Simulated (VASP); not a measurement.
# Na3PrP2 (P6/mmm) in VASP: single point with PBE

Aim: the single point of Na3PrP2 with PBE.

Everything below comes from runs of VASP 6.6.1. Logs are shortened: lines on timing, memory, paths and dates and some standing lists are left out, and cuts for length are marked.

## (1) The cell of the first run

The structure is hexagonal, space group P6/mmm (No. 191). Conventional cell: a = 5.349 Å, b = 5.349 Å, c = 6.171 Å, α = 90.00°, β = 90.00°, γ = 120.00°. Na (site symmetry -6m2) has 2 P at 3.09 Å and 6 Na at 3.09 Å within 4.1 Å. Na (site symmetry 6/mmm) has 2 Pr at 3.09 Å and 6 Na at 3.09 Å within 4.1 Å. Pr (site symmetry 6/mmm) has 2 Na at 3.09 Å and 6 P at 3.09 Å within 4.1 Å. P (site symmetry -6m2) has 2 Na at 3.09 Å and 3 Pr at 3.09 Å and 3 P at 3.09 Å within 4.1 Å.

## (2) Single point, PBE

INCAR

```
SYSTEM = Na3PrP2
PREC = Accurate
ENCUT = 500
EDIFF = 1E-6
ISMEAR = 0
SIGMA = 0.2
LREAL = .False.
LASPH = .True.
NELM = 200
ALGO = Normal
ISIF = 2
LWAVE = .False.
LCHARG = .False.
GGA = PE
NBANDS = 54
GGA_COMPAT = .False.
LMAXMIX = 6
```

KPOINTS

```
Automatic mesh
0
Gamma
  4 4 4
  0 0 0
```

POSCAR

```
Na3PrP2
1.0
   -2.6746559050      4.6326399203      0.0000000000
    0.0000000000      0.0000000000      6.1710304630
    8.0239677151      4.6326399202      0.0000000000
Na Pr P
6 2 4
Direct
    0.5000000000      0.0000000000      0.1666666667
    1.0000000000      0.0000000000      0.6666666667
    1.0000000000      0.0000000000      0.3333333333
    0.5000000000      0.0000000000      0.8333333333
    0.5000000000      0.0000000000      0.5000000000
    0.0000000000      0.0000000000      0.0000000000
    1.0000000000      0.5000000000      0.0000000000
    0.5000000000      0.5000000000      0.5000000000
    0.5000000000      0.5000000000      0.1666666667
    1.0000000000      0.5000000000      0.6666666667
    1.0000000000      0.5000000000      0.3333333333
    0.5000000000      0.5000000000      0.8333333333
```

Potentials or basis: VASP PAW PBE potentials, release 64 (Na_pv, Pr_3, P), 4f in core.

On the command line:

```
cat potpaw_PBE.64/Na_pv/POTCAR potpaw_PBE.64/Pr_3/POTCAR potpaw_PBE.64/P/POTCAR > POTCAR
mpirun -np 1 vasp_std > vasp.out
```

OUTCAR:

```text
SYSTEM = Na3PrP2
   PREC = Accurate
   ENCUT = 500
   EDIFF = 1E-6
   ISMEAR = 0
   LREAL = .False.
   LASPH = .True.
   NELM = 200
   ISIF = 2
   GGA = PE

 ion  position               nearest neighbor table
   1  0.500  0.000  0.167-
   2  0.000  0.000  0.667-
   3  0.000  0.000  0.333-
   4  0.500  0.000  0.833-
   5  0.500  0.000  0.500-   8 3.09   8 3.09
   6  0.000  0.000  0.000-   7 3.09   7 3.09
   7  0.000  0.500  0.000-   6 3.09   6 3.09  11 3.09  10 3.09   9 3.09  12 3.09   9 3.09  12 3.09

   8  0.500  0.500  0.500-   5 3.09   5 3.09  12 3.09   9 3.09  10 3.09  11 3.09  10 3.09  11 3.09

   9  0.500  0.500  0.167-   8 3.09   7 3.09   7 3.09
  10  0.000  0.500  0.667-   7 3.09   8 3.09   8 3.09
  11  0.000  0.500  0.333-   7 3.09   8 3.09   8 3.09
  12  0.500  0.500  0.833-   8 3.09   7 3.09   7 3.09

  LATTYP: Found a simple orthorhombic cell.
 ALAT       =     5.3493118101
 B/A-ratio  =     1.1536120313
 C/A-ratio  =     1.7320508076

  Lattice vectors:

 A1 = (  -2.6746559050,   4.6326399203,   0.0000000000)
 A2 = (   0.0000000000,   0.0000000000,   6.1710304630)
 A3 = (   8.0239677151,   4.6326399202,   0.0000000000)

Analysis of symmetry for initial positions (statically):
=====================================================================
 Subroutine PRICEL returns following result:

  LATTYP: Found a hexagonal cell.
 ALAT       =     5.3493118100
 C/A-ratio  =     1.1536120313

  Lattice vectors:

 A1 = (   2.6746559050,   4.6326399203,   0.0000000000)
 A2 = (  -5.3493118100,   0.0000000000,   0.0000000000)
 A3 = (   0.0000000000,   0.0000000000,   6.1710304630)

   2 primitive cells build up your supercell.

 Routine SETGRP: Setting up the symmetry group for a
 simple orthorhombic supercell.

 Subroutine GETGRP returns: Found  8 space group operations
 (whereof  8 operations were pure point group operations)
 out of a pool of  8 trial point group operations.

The static configuration has the point symmetry D_2h.

Analysis of symmetry for dynamics (positions and initial velocities):
=====================================================================
 Subroutine PRICEL returns following result:

  LATTYP: Found a hexagonal cell.
 ALAT       =     5.3493118100
 C/A-ratio  =     1.1536120313

  Lattice vectors:

 A1 = (   2.6746559050,   4.6326399203,   0.0000000000)
 A2 = (  -5.3493118100,   0.0000000000,   0.0000000000)
 A3 = (   0.0000000000,   0.0000000000,   6.1710304630)

   2 primitive cells build up your supercell.

 Routine SETGRP: Setting up the symmetry group for a
 simple orthorhombic supercell.

 Subroutine GETGRP returns: Found  8 space group operations
 (whereof  8 operations were pure point group operations)
 out of a pool of  8 trial point group operations.

The dynamic configuration has the point symmetry D_2h.

 Subroutine INISYM returns: Found  8 space group operations
 (whereof  8 operations are pure point group operations),
 and found     2 'primitive' translations

----------------------------------------------------------------------------------------

                                     Primitive cell

  volume of cell :     152.9270

  direct lattice vectors                    reciprocal lattice vectors
     2.674655905  4.632639920  0.000000000     0.000000000  0.215859643  0.000000000
    -5.349311810  0.000000000  0.000000000    -0.186939935  0.107929822  0.000000000
     0.000000000  0.000000000  6.171030463     0.000000000  0.000000000  0.162047490

  length of vectors
     5.349311810  5.349311810  6.171030463     0.215859643  0.215859643  0.162047490

  position of ions in fractional coordinates (direct lattice)
     0.666666667  0.333333333  0.000000000
     0.333333333  0.666666667  0.000000000
     1.000000000  0.000000000  0.000000000
     1.000000000  0.000000000  0.500000000
     0.666666667  0.333333333  0.500000000
     0.333333333  0.666666667  0.500000000

  ion indices of the primitive-cell ions
   primitive index   ion index
                 1           1
                 2           4
                 3           5
                 4           8
                 5           9
                 6          12

----------------------------------------------------------------------------------------

 KPOINTS: Automatic mesh

Automatic generation of k-mesh.
 Grid dimensions read from file:
 generate k-points for:    4    4    4

 Generating k-lattice:

  Cartesian coordinates                     Fractional coordinates (reciprocal lattice)
    -0.023367492  0.040473683  0.000000000     0.250000000  0.000000000  0.000000000
     0.000000000  0.000000000  0.040511873     0.000000000  0.250000000  0.000000000
     0.023367492  0.013491228  0.000000000     0.000000000  0.000000000  0.250000000

  Length of vectors
     0.046734984  0.040511873  0.026982455

  Shift w.r.t. Gamma in fractional coordinates (k-lattice)
     0.000000000  0.000000000  0.000000000

 Subroutine IBZKPT returns following result:
 ===========================================

 Found     27 irreducible k-points:

 Following reciprocal coordinates:
            Coordinates               Weight
  0.000000  0.000000  0.000000      1.000000
  0.250000  0.000000  0.000000      2.000000
  0.500000  0.000000  0.000000      1.000000
  0.000000  0.250000  0.000000      2.000000
  0.250000  0.250000  0.000000      4.000000
  0.500000  0.250000  0.000000      2.000000
[... 16 lines left out ...]
  0.250000  0.250000  0.500000      4.000000
  0.500000  0.250000  0.500000      2.000000
 [... further k-points ...]
   k-points           NKPTS =     27   k-points in BZ     NKDIM =     27   number of bands    NBANDS=     54
   number of dos      NEDOS =    301   number of ions     NIONS =     12
   total plane-waves  NPLWV = 134400
   dimension x,y,z NGX =    40 NGY =   48 NGZ =   70
   dimension x,y,z NGXF=    80 NGYF=   96 NGZF=  140
   ions per type =               6   2   4
   NGX,Y,Z   is equivalent  to a cutoff of  12.43, 12.93, 12.56 a.u.
   NGXF,Y,Z  is equivalent  to a cutoff of  24.86, 25.86, 25.12 a.u.
 SYSTEM =  Na3PrP2
   PREC   = accura    normal or accurate (medium, high low for compatibility)
   ISTART =      0    job   : 0-new  1-cont  2-samecut
   ICHARG =      2    charge: 1-file 2-atom 10-const
   ISPIN  =      1    spin polarized calculation?
   LNONCOLLINEAR =      F non collinear calculations
   LSORBIT =      F    spin-orbit coupling
   LASPH  =      T    aspherical Exc in radial PAW
   ENCUT  =  500.0 eV  36.75 Ry    6.06 a.u.   9.75 11.25 16.89*2*pi/ulx,y,z
   NELM   =    200;   NELMIN=  2; NELMDL= -5     # of ELM steps
   EDIFF  = 0.1E-05   stopping-criterion for ELM
   LREAL  =      F    real-space projection
   EDIFFG = 0.1E-04   stopping-criterion for IOM
   NSW    =      0    number of steps for IOM
   IBRION =     -1    ionic relax: 0-MD 1-quasi-New 2-CG
   NFREE  =      0    steps in history (QN), initial steepest desc. (CG)
   ISIF   =      2    stress and relaxation
   ISYM   =      2    0-nonsym 1-usesym 2-fastsym
   POTIM  = 0.5000    time-step for ionic-motion
   TEBEG  =    0.0;   TEEND  =   0.0 temperature during run
   PSTRESS=    0.0 pullay stress
   NELECT =      84.0000    total number of electrons
   NUPDOWN=      -1.0000    fix difference up-down
   EMIN   =  10.00;   EMAX   =-10.00  energy-range for DOS
   EFERMI =   0.00;   METHOD = LEGACY
   ISMEAR =     0;   SIGMA  =   0.20  broadening in eV -4-tet -1-fermi 0-gaus
   EFERMI_NEDOS =   21; number of points for ismear=-14 and -15
   IALGO  =     38    algorithm
   IMIX   =      4    mixing-type and parameters
     AMIX     =   0.40;   BMIX     =  1.00
     AMIX_MAG =   1.60;   BMIX_MAG =  1.00
  volume/ion in A,a.u.               =      25.49       172.00
  Fermi-wavevector in a.u.,A,eV,Ry     =   1.064135  2.010923 15.406997  1.132382
  Thomas-Fermi vector in A             =   2.199643
   LORBIT       =      0    0 simple, 1 ext, 2 COOP (PROOUT), +10 PAW based schemes
   GGA     = PE    functional components
   LHFCALC =     F    Hartree Fock is set to
   AEXX    =    0.0000 exact exchange contribution
   IVDW    =     0    specifies the selected vdW correction
   LEPSILON=     F    determine dielectric tensor
   LRPA    =     F    only Hartree local field effects (RPA)
 non-spin polarized calculation
 Gauss-broadening in eV      SIGMA  =   0.20
  energy-cutoff  :      500.00
  volume of cell :      305.85
 maximum number of plane-waves:      7804
 NGX is ok and might be reduce to    40
   NGX = 19   NGY = 23   NGZ = 33

 number of electron      83.9999983 magnetization

 Free energy of the ion-electron system (eV)
  ---------------------------------------------------
  ext. energy  EPLUGINS =         0.00000000
  ---------------------------------------------------
  free energy    TOTEN  =       -37.89216178 eV

  energy without entropy =      -37.77409478  energy(sigma->0) =      -37.83312828

 E-fermi :   3.0778     XC(G=0):  -8.6063

 val. band max:        3.0772366327   @ k =  -0.0000   0.0000   0.2500
 cond. band min:       3.0922485725   @ k =  -0.0000   0.5000   0.5000
 fundamental gap:      0.0150119398
 Fermi energy:         3.0777700371

 k-point     1 :       0.0000    0.0000    0.0000
  band No.  band energies     occupation
      1     -33.5578      2.00000
      2     -33.5569      2.00000
      3     -22.3579      2.00000
      4     -22.3575      2.00000
      5     -22.3204      2.00000
      6     -22.3141      2.00000
[... 46 lines left out ...]
     53       6.1121      0.00000
     54       6.1600      0.00000

 k-point     2 :       0.2500    0.0000    0.0000
  band No.  band energies     occupation
      1     -33.5574      2.00000
      2     -33.5568      2.00000
      3     -22.3578      2.00000
      4     -22.3574      2.00000
      5     -22.3164      2.00000
      6     -22.3155      2.00000
[... 46 lines left out ...]
     53       5.7083      0.00000
     54       6.0919      0.00000

 k-point     3 :       0.5000    0.0000    0.0000
  band No.  band energies     occupation
      1     -33.5569      2.00000
      2     -33.5569      2.00000
      3     -22.3575      2.00000
      4     -22.3575      2.00000
      5     -22.3167      2.00000
      6     -22.3167      2.00000
[... 46 lines left out ...]
     53       6.4527      0.00000
     54       6.4536      0.00000
[... 1084 lines left out ...]
 k-point    23 :       0.2500    0.2500    0.5000
  band No.  band energies     occupation
      1     -33.5573      2.00000
      2     -33.5573      2.00000
      3     -22.3537      2.00000
      4     -22.3537      2.00000
      5     -22.3177      2.00000
      6     -22.3177      2.00000
[... 46 lines left out ...]
     53       6.0053      0.00000
     54       6.0053      0.00000

 k-point    24 :       0.5000    0.2500    0.5000
  band No.  band energies     occupation
      1     -33.5571      2.00000
      2     -33.5571      2.00000
      3     -22.3535      2.00000
      4     -22.3535      2.00000
      5     -22.3206      2.00000
      6     -22.3206      2.00000
[... 46 lines left out ...]
     53       6.0963      0.00000
     54       6.0967      0.00000

 [... further k-points ...]

------------------------ aborting loop because EDIFF is reached ----------------------------------------

  FORCE on cell =-STRESS in cart. coord.  units (eV):
  Direction    XX          YY          ZZ          XY          YZ          ZX
  --------------------------------------------------------------------------------------
  -------------------------------------------------------------------------------------
  Total        0.3957967     -0.4432235      0.1143252      0.7266128     -0.0000000      0.0000000
  in kB        2.0733308     -2.3217699      0.5988779      3.8062688     -0.0000000      0.0000000
  external PRESSURE =       0.1168129 kB  Pullay stress =       0.0000000 kB

 VOLUME and BASIS-vectors are now :
 -----------------------------------------------------------------------------
  energy-cutoff  :      500.00
  volume of cell :      305.85
      direct lattice vectors                 reciprocal lattice vectors
    -2.674655905  4.632639920  0.000000000    -0.093469967  0.161894732  0.000000000
     0.000000000  0.000000000  6.171030463     0.000000000  0.000000000  0.162047490
     8.023967715  4.632639920  0.000000000     0.093469967  0.053964911  0.000000000

 POSITION                                       TOTAL-FORCE (eV/Angst)
 -----------------------------------------------------------------------------------
      0.00000      3.08843      0.00000        -0.001112     -0.000642      0.000000
      5.34931      3.08843      0.00000        -0.001112     -0.000642      0.000000
      2.67466      1.54421      0.00000         0.001112      0.000642      0.000000
      5.34931      6.17685      0.00000         0.001112      0.000642      0.000000
      2.67466      4.63264      0.00000        -0.000000      0.000000      0.000000
      0.00000      0.00000      0.00000        -0.000000      0.000000      0.000000
      0.00000      0.00000      3.08552        -0.000000      0.000000      0.000000
      2.67466      4.63264      3.08552        -0.000000      0.000000      0.000000
      0.00000      3.08843      3.08552        -0.049598     -0.028636     -0.000000
      5.34931      3.08843      3.08552        -0.049598     -0.028636     -0.000000
      2.67466      1.54421      3.08552         0.049598      0.028636     -0.000000
      5.34931      6.17685      3.08552         0.049598      0.028636     -0.000000
 -----------------------------------------------------------------------------------
    total drift:                                0.000000      0.000000      0.000000

  FREE ENERGIE OF THE ION-ELECTRON SYSTEM (eV)
  ---------------------------------------------------
  free  energy   TOTEN  =       -37.8921617840 eV

  energy  without entropy=      -37.7740947755  energy(sigma->0) =      -37.83312828
```

Run time: 6 min. Hardware: 1 thread of Intel Xeon Platinum 8259CL at 2.50GHz (Skylake/Cascade Lake), shared host; peak memory 0.57 GiB.

Results:

- Free energy: -37.8922 eV
- Pressure: 0.0 GPa
- Largest force: 0.057 eV/Å
- Band gap on the k mesh: zero (bands 42 and 43 overlap by 0.71 eV)

Forces on the atoms (eV/Å):
```
Na  -0.001 -0.001  0.000
Na  -0.001 -0.001  0.000
Na   0.001  0.001  0.000
Na   0.001  0.001  0.000
Na   0.000  0.000  0.000
Na   0.000  0.000  0.000
Pr   0.000  0.000  0.000
Pr   0.000  0.000  0.000
P   -0.050 -0.029  0.000
P   -0.050 -0.029  0.000
P    0.050  0.029  0.000
P    0.050  0.029  0.000
```

Stress tensor (GPa, compression positive):
```
 0.21  0.38  0.00
 0.38 -0.23  0.00
 0.00  0.00  0.06
```

Caveat: spin-orbit coupling is left out, which moves the levels of the heavy elements; the 4f electrons are frozen in the core, so they carry no moment and show no levels. Spin polarisation is off, so any magnetic state and its effect on volume and gap are missing.
